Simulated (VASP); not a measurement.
Set up this calculation in VASP 6.6.1, as the native input.

```
Task                   : single point
Functional             : PBEsol
Potentials or basis    : VASP PAW PBE potentials, release 64 (Zn, O)
Cutoff                 : 520 eV
k mesh                 : 9 × 9 × 4
Occupations            : gaussian, width 0.02 eV
Spin                   : no spin polarisation
Dipole correction      : no
Further INCAR settings : ALGO = Normal; EDIFF = 1e-06; NBANDS = 26
```

The structure of ZnO lies in POSCAR:

```
ZnO
1.0
    3.1486231105      0.0000000000      0.0000000000
   -1.5743115552      2.7267876006      0.0000000000
    0.0000000000      0.0000000000      7.2560797266
Zn O
2 2
Direct
    0.0000000000      0.0000000000      0.7500000000
    0.0000000000      0.0000000000      0.2500000000
    0.3333333300      0.6666666700      0.2500000000
    0.6666666700      0.3333333300      0.7500000000
```

This cell differs from its parent crystal: strained.

These files were run (other wordings do the same):

INCAR

```
SYSTEM = ZnO
PREC     = Accurate       ! precision mode
ENCUT    = 520            ! plane-wave cutoff, eV
EDIFF    = 1E-6           ! SCF threshold, eV
ISMEAR   = 0              ! smearing method
SIGMA    = 0.02           ! smearing width, eV
LREAL    = .False.        ! projectors in reciprocal space
LASPH    = .True.         ! aspherical terms in the spheres
NELM     = 100            ! most SCF steps
ALGO     = Normal         ! electronic algorithm
ISIF     = 2              ! what is computed and relaxed
LWAVE    = .False.        ! write WAVECAR
LCHARG   = .False.        ! write CHGCAR
GGA      = PS             ! functional
NBANDS   = 26             ! bands
```

KPOINTS

```
regular mesh
0
Gamma
  9 9 4
  0 0 0
```

Potentials or basis: VASP PAW PBE potentials, release 64 (Zn, O).

Command:

```bash
$ cat potpaw_PBE.64/Zn/POTCAR potpaw_PBE.64/O/POTCAR > POTCAR
$ mpirun -np 1 vasp_std > vasp.out
```

Results of the run:

* Pressure: 10.0 GPa
* Band gap on the k mesh: 0.78 eV, direct

Caveat: the cell differs from its parent crystal (strained); the PAW data sets were made with another functional, which shifts forces and pressure a little.

Wall time 32 s on 1 thread of Intel(R) Xeon(R) Platinum 8488C (Sapphire Rapids), on a shared host, peak memory 0.2 GiB.
